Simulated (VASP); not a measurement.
Here is a VASP 6.6.1 calculation.

Contents of INCAR:

```
PREC = Accurate
ENCUT = 750
EDIFF = 1E-6
ISMEAR = 0
SIGMA = 0.1
LREAL = F
LASPH = T
NELM = 120
ALGO = Normal
ISIF = 2
LWAVE = F
LCHARG = T
GGA = PE
LELF = T
LVHAR = T
NBANDS = 28
GGA_COMPAT = F
```

Contents of KPOINTS:

```
Automatic mesh
0
Gamma
  12 12 8
```

Contents of POSCAR:

```
Li3Ta2O
1.0
    4.6504480441      0.0000000000      0.0000000000
   -2.3252240221      4.0274061452      0.0000000000
    0.0000000000      0.0000000000      5.2014292185
Li Ta O
3 2 1
Direct
    0.0000000000      0.5000000000      0.0000000000
    0.5000000000      0.0000000000      0.0000000000
    0.5000000000      0.5000000000      0.0000000000
    0.3333333333      0.6666666667      0.5000000000
    0.6666666667      0.3333333333      0.5000000000
    0.0000000000      0.0000000000      0.5000000000
```

Potentials or basis: VASP PAW PBE potentials, release 64 (Li_sv, Ta_pv, O).

Launch:

```sh
$ cat potpaw_PBE.64/Li_sv/POTCAR potpaw_PBE.64/Ta_pv/POTCAR potpaw_PBE.64/O/POTCAR > POTCAR
$ mpirun -np 1 vasp_std > vasp.out
```

Task: What does it give for the pressure?

Result: -0.1 GPa.

Task: Predict the band gap on the k mesh.

Result: Zero (an odd number of electrons rules out a gap without spin polarisation).

Stress tensor (GPa, compression positive):
```
-0.05  0.00  0.00
 0.00 -0.05  0.00
 0.00  0.00 -0.20
```

Caveat: spin-orbit coupling is left out, which moves the levels of the heavy elements.
